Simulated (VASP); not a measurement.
Crystal: Li.

```
Li
1.0
     1.53831   -2.46467    0.00000
     1.53831    2.46467    0.00000
     0.00000    0.00000    2.64119
Li
1
Direct
  0.50000 0.50000 0.00000
```

```yaml
Program: VASP 6.6.1
Task: relaxation of cell and atoms
Functional: PBE
Potentials_or_basis: VASP PAW PBE potentials, release 64 (Li_sv)
Cutoff: 600 eV
k_mesh: 22 × 22 × 22
Occupations: gaussian, width 0.1 eV
Spin: no spin polarisation
```

At the start: pressure 0.1 GPa; volume 20.03 Å³/atom.

Question: Where does the relaxation end?

Answer: Over 10 steps the energy falls by 7.1 meV/atom and the volume is 20.12 Å³/atom (+0.5 %); space group P6/mmm (No. 191, to 0.05 Å).

The path:
| step | energy change (eV) | largest force (eV/Å) | pressure (GPa) | volume (Å³) |
| --- | --- | --- | --- | --- |
| 1 | 0.0000 | 0.0000 | 0.07 | 20.03 |
| 2 | -0.0028 | 0.0000 | 0.01 | 20.05 |
| 3 | -0.0051 | 0.0000 | 0.02 | 20.08 |
| 4 | -0.0056 | 0.0000 | 0.01 | 20.10 |
| 5 | -0.0068 | 0.0000 | -0.01 | 20.13 |
| 6 | -0.0061 | 0.0000 | -0.04 | 20.17 |
| 7 | -0.0071 | 0.0000 | -0.02 | 20.15 |
| 8 | -0.0071 | 0.0000 | -0.02 | 20.15 |
| 9 | -0.0071 | 0.0000 | -0.02 | 20.15 |
| 10 | -0.0071 | 0.0000 | 0.00 | 20.12 |

Final structure:
```
Li
1.0
     1.46389   -2.53815    0.00000
     1.46389    2.53815    0.00000
     0.00000    0.00000    2.70788
Li
1
Direct
  0.50000 0.50000 0.00000
```

Caveat: the cutoff is under 1.25 times the usual one of these potentials, so pressure, stress and relaxed cells hold a basis-set (Pulay) error.
